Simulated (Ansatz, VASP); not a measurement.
**Two plane-wave programs on Ir**

The input INCAR:

```
SYSTEM = Ir
PREC = Accurate ; ENCUT = 560
EDIFF = 1E-7 ; ISMEAR = -1
SIGMA = 0.1 ; LREAL = .False.
LASPH = .True. ; NELM = 120
ALGO = Normal ; ISIF = 3
LWAVE = .False. ; LCHARG = .False.
IBRION = 2 ; NSW = 80
EDIFFG = -0.01 ; GGA_COMPAT = .False.
NELMIN = 4
```

File KPOINTS:

```
regular mesh
0
Gamma
  14 14 14
  0 0 0
```

Contents of POSCAR:

```
Ir
1.0
    0.0000000000      1.9197000000      1.9197000000
    1.9197000000      0.0000000000      1.9197000000
    1.9197000000      1.9197000000      0.0000000000
Ir
1
Direct
    0.0000000000      0.0000000000      0.0000000000
```

Input for Ansatz:

```yaml
crystal:
  lattice:
    - [0.0, 1.9197, 1.9197]
    - [1.9197, 0.0, 1.9197]
    - [1.9197, 1.9197, 0.0]
  atoms:
    - { symbol: Ir, position: [0.0, 0.0, 0.0] }
hamiltonian:
  xc: lda
  pseudopotentials:
    kind: paw
    azcp:
      Ir: "pseudopotentials/Ir.paw.azcp"
basis:
  ecutwfc: 420
  fft_grid_basis: typed
kpoints:
  mp_grid: { grid: [14, 14, 14], shift: [0, 0, 0] }
magnetization:
  spin_polarized: false
scf:
  occupations: { method: fermi_dirac, width: 0.1 }
relax:
  max_steps: 60
  f_tol: 0.01
  cell: {}
```

Alike in both runs: task relaxation of cell and atoms; functional LDA; k mesh 14 × 14 × 14; occupations fermi-dirac, width 0.1 eV; no spin polarisation.

|  | VASP | Ansatz |
| --- | --- | --- |
| version | VASP 6.6.1 | Ansatz 0.2.0 |
| potentials or method | VASP PAW LDA potentials, release 64 (Ir_sv_GW), cutoff 560 eV | plane waves (420 eV) with PAW, scalar-relativistic |
| valence electrons in the cell | 17 | 17 |

|  | VASP | Ansatz | Ansatz less VASP |
| --- | --- | --- | --- |
| relaxed volume (Å³/atom) | 13.85 | 13.85 | +0.004 |
| relaxed length of the cell vector where the two differ most in proportion (Å) | 2.695 | 2.696 | +0.0002 |

Ansatz warns that its potentials were made for another functional, while VASP's fit it. LDA's correlation is that of Perdew and Zunger in VASP and of Perdew and Wang (1992) in Ansatz.

Neither program's run includes spin-orbit coupling.
